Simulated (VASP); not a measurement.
Hf: relaxation of shape and atoms at fixed volume with PBE

The system is Hf.

```
Hf
1.0
     3.23655    0.00000    0.00000
    -1.61828    2.80293    0.00000
     0.00000    0.00000    5.11787
Hf
2
Direct
  0.33333 0.66667 0.25000
  0.66667 0.33333 0.75000
```

This cell differs from its parent crystal: volume scaled by 1.03.

```json
{"Program": "VASP 6.6.1", "Task": "relaxation of shape and atoms at fixed volume", "Functional": "PBE", "Potentials or basis": "VASP PAW PBE potentials, release 64 (Hf_pv)", "Cutoff": "600 eV", "k mesh": "15 × 15 × 8", "Occupations": "gaussian, width 0.1 eV", "Spin": "no spin polarisation", "Dipole correction": "no", "Further INCAR settings": "ALGO = Fast; EDIFF = 1e-06; IBRION = 2; EDIFFG = -0.01; NSW = 50; ISIF = 4"}
```

```
Energy gained by relaxing : 0.0 meV/atom
Ionic steps               : 2
Pressure after relaxing   : -3.5 GPa
Band gap on the k mesh    : zero (band 10 reaches 5.83 eV, above the bottom of band 11 at 4.25 eV)
```

Final structure:
```
Hf
1.0
     3.23783    0.00000    0.00000
    -1.61892    2.80405    0.00000
     0.00000    0.00000    5.11381
Hf
2
Direct
  0.33333 0.66667 0.25000
  0.66667 0.33333 0.75000
```

Levels at points of the mesh, in eV from the Fermi level:
```
           k point  band 6  band 7  band 8  band 9  band 10  band 11  band 12  band 13  band 14
(0.00, 0.00, 0.00)  -30.35   -7.27   -3.61    0.52     1.15     1.15     1.43     1.94     1.94
(0.00, 0.00, 0.50)  -30.41   -5.35   -5.35    0.15     0.15     1.04     1.04     1.04     1.04
```

It took 84 s on 1 thread of Intel(R) Xeon(R) Platinum 8559C (Emerald Rapids), on a shared host, peak memory 0.25 GiB.

Caveat: spin-orbit coupling is left out, which moves the levels of the heavy elements.
